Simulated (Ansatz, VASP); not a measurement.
Cd2In: VASP beside Ansatz

```
CELL_PARAMETERS angstrom
-2.04386 2.04386 4.49089
2.04386 -2.04386 4.49089
2.04386 2.04386 -4.49089
ATOMIC_POSITIONS crystal
Cd 0.66574 0.66574 0.00000
Cd 0.33426 0.33426 0.00000
In 0.00000 0.00000 0.00000
```

Alike in both runs: functional PBE; k mesh 16 × 16 × 16; occupations gaussian, width 0.1 eV; no spin polarisation.

Ansatz relaxed the structure, and its values are those at the end. VASP's run is a single point on that final structure, the one shown.

|  | VASP | Ansatz |
| --- | --- | --- |
| version | VASP 6.6.1 | Ansatz 0.2.0 |
| potentials or method | VASP PAW PBE potentials, release 64 (Cd, In_d), cutoff 520 eV | scalar-relativistic, plane waves, PAW |
| valence electrons in the cell | 37 | 53 |

```csv
,VASP,Ansatz,Ansatz less VASP
gap on the k mesh at the Fermi level (eV),none,none,-
pressure (GPa),0.1,0.0,-0.13
```

A gap of «none» marks a metal or a gap that the smearing closes. VASP's potentials hold 37 valence electrons a cell and Ansatz's 53, so a difference there can come from the potentials and not from the codes.
